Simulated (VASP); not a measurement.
**CsH3Ir2: single point with r2SCAN**

The system is CsH3Ir2.

```xyz
12
Lattice="0.0000 5.0649 0.0000 5.0649 0.0000 0.0000 2.5324 2.5324 -10.4103" Properties=species:S:1:pos:R:3 pbc="T T T"
Cs    2.5324    6.3311   -7.8077
Cs    5.0649    1.2662   -2.6026
Ir    2.5324    3.7986   -1.0015
Ir    5.0649    3.7986   -6.2066
Ir    5.0649    3.7986   -9.4089
Ir    2.5324    3.7986   -4.2037
H     2.5324    3.7986   -2.6026
H     5.0649    3.7986   -7.8077
H     2.5324    2.5324    0.0000
H     1.2662    3.7986   -5.2052
H     2.5324    0.0000    0.0000
H     3.7986    3.7986   -5.2052
```

```yaml
Program: VASP 6.6.1
Task: single point
Functional: r2SCAN
Potentials_or_basis: VASP PAW PBE potentials, release 64 (Cs_sv, Ir, H)
Cutoff: 520 eV
k_mesh: 5 × 5 × 5
Occupations: fermi-dirac, width 0.1049 eV
Spin: no spin polarisation
Dipole_correction: no
Further_INCAR_settings: ALGO = Normal; EDIFF = 1e-06; NBANDS = 42
```

The pressure is 0.5 GPa. The largest force is 0.010 eV/Å and the band gap on the k mesh is zero (bands 30 and 31 overlap by 0.02 eV).

Forces in eV/Å, atoms in the order of the input:
```
Cs   0.000  0.000  0.000
Cs   0.000  0.000  0.000
Ir   0.000  0.000 -0.010
Ir   0.000  0.000 -0.010
Ir   0.000  0.000  0.010
Ir   0.000  0.000  0.010
H    0.000  0.000  0.000
H    0.000  0.000  0.000
H    0.000  0.000  0.000
H    0.000  0.000  0.000
H    0.000  0.000  0.000
H    0.000  0.000  0.000
```

Stress tensor (GPa, compression positive):
```
0.25 0.00 0.00
0.00 0.25 0.00
0.00 0.00 0.87
```

Levels at points of the mesh, in eV from the Fermi level:
| k point | band 28 | band 29 | band 30 | band 31 | band 32 | band 33 | band 34 | band 35 |
| --- | --- | --- | --- | --- | --- | --- | --- | --- |
| (0.00, 0.00, 0.00) | -0.42 | -0.31 | -0.15 | -0.11 | 1.70 | 2.70 | 2.70 | 2.73 |

Wall time 9.9 min on 1 thread of Intel(R) Xeon(R) Platinum 8375C CPU @ 2.90GHz (Ice Lake), on a shared host, peak memory 0.49 GiB.

Caveat: the PAW data sets were made with another functional, which shifts forces and pressure a little; spin-orbit coupling is left out, which moves the levels of the heavy elements.
